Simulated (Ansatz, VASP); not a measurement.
**Two plane-wave programs on AlN**

File INCAR:

```
SYSTEM = AlN
PREC = Accurate
ENCUT = 520
EDIFF = 1E-7
ISMEAR = -1
SIGMA = 0.02
LREAL = .False.
LASPH = .True.
NELM = 100
ALGO = Normal
ISIF = 2
LWAVE = .False.
LCHARG = .False.
GGA = PS
NBANDS = 11
```

KPOINTS

```
regular mesh
0
Gamma
  4 4 4
  0 0 0
```

The input POSCAR:

```
AlN
1.0
    2.5854596279      0.0000000000      0.0000000000
    0.0000000000      2.5854596279      0.0000000000
    0.0000000000      0.0000000000      2.5854596279
Al N
1 1
Direct
    0.0000000000      0.0000000000      0.0000000000
    0.5000000000      0.5000000000      0.5000000000
```

Input for Ansatz:

```yaml
crystal:
  lattice:
    - [2.5854596279, 0.0, 0.0]
    - [0.0, 2.5854596279, 0.0]
    - [0.0, 0.0, 2.5854596279]
  atoms:
    - { symbol: Al, position: [0.0, 0.0, 0.0] }
    - { symbol: "N", position: [0.5, 0.5, 0.5] }
kpoints:
  mp_grid: { grid: [4, 4, 4] }
hamiltonian:
  xc: pbesol
scf:
  occupations: { method: fermi_dirac, width: 0.02 }
  n_extra_bands: 4
output:
  forces: true
  stress: true
  eigenvalues: true
```

Alike in both runs: task single point; functional PBEsol; k mesh 4 × 4 × 4; occupations fermi-dirac, width 0.02 eV; no spin polarisation.

|  | VASP | Ansatz |
| --- | --- | --- |
| version | VASP 6.6.1 | Ansatz 0.2.0 |
| potentials or method | VASP PAW PBE potentials, release 64 (Al, N) | plane waves |
| plane-wave cutoff (eV) | 520 | 420 |
| valence electrons in the cell | 8 | 8 |

```tsv
	VASP	Ansatz	Ansatz less VASP
pressure (GPa)	2.8	2.8	+0.01
```

VASP's potentials were made for PBE, not for PBEsol. With one functional, cell and mesh, what is left measures potentials, basis and numerics.

The k mesh is coarse, so the values compare programs but aren't converged.
